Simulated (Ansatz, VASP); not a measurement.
One calculation of CsCl, two programs

File INCAR:

```
SYSTEM = CsCl
ALGO = Normal
EDIFF = 1E-8
ENCUT = 400
GGA = PS
GGA_COMPAT = .FALSE.
ISIF = 2
ISMEAR = -1
LASPH = .TRUE.
LCHARG = .FALSE.
LEFG = .TRUE.
LREAL = .FALSE.
LWAVE = .FALSE.
NBANDS = 15
NELM = 120
PREC = Accurate
SIGMA = 0.03
```

The input KPOINTS:

```
k-points
0
G
  6 6 6
  0 0 0
```

POSCAR

```
CsCl
1.0
    4.1772562219      0.0000000000      0.0000000000
    0.0000000000      4.1772562219      0.0000000000
    0.0000000000      0.0000000000      4.1772562219
Cs Cl
1 1
Direct
    0.0000000000      0.0000000000      0.0000000000
    0.5000000000      0.5000000000      0.5000000000
```

Input for Ansatz:

```yaml
crystal:
  lattice:
    - [4.1772562219, 0.0, 0.0]
    - [0.0, 4.1772562219, 0.0]
    - [0.0, 0.0, 4.1772562219]
  atoms:
    - { symbol: Cs, position: [0.0, 0.0, 0.0] }
    - { symbol: Cl, position: [0.5, 0.5, 0.5] }
kpoints:
  mp_grid: { grid: [6, 6, 6] }
scf:
  occupations: { method: fermi_dirac, width: 0.03 }
hamiltonian:
  xc: pbesol
  pseudopotentials: { kind: all_electron, datasets: crystal }
output:
  forces: true
  stress: true
  eigenvalues: true
  efg: { contact_densities: true }
```

Change from the starting cell: volume scaled by 1.04, crystal datasets.

Alike in both runs: task electric field gradients; functional PBEsol; k mesh 6 × 6 × 6; occupations fermi-dirac, width 0.03 eV; no spin polarisation.

```csv
,VASP,Ansatz
version,VASP 6.6.1,Ansatz 0.2.0
potentials or method,"VASP PAW PBE potentials, release 64 (Cs_sv, Cl), cutoff 400 eV","all-electron PAW with datasets made for the crystal, scalar-relativistic"
```

|  | VASP | Ansatz | Ansatz less VASP |
| --- | --- | --- | --- |
| gap on the k mesh at the Fermi level (eV) | 4.88 | 4.89 | +0.011 |
| pressure (GPa) | -1.2 | -1.2 | -0.03 |

VASP's potentials were made for PBE, not for PBEsol. Ansatz ran all-electron here, and VASP with PAW potentials.

Spin-orbit coupling is off throughout.
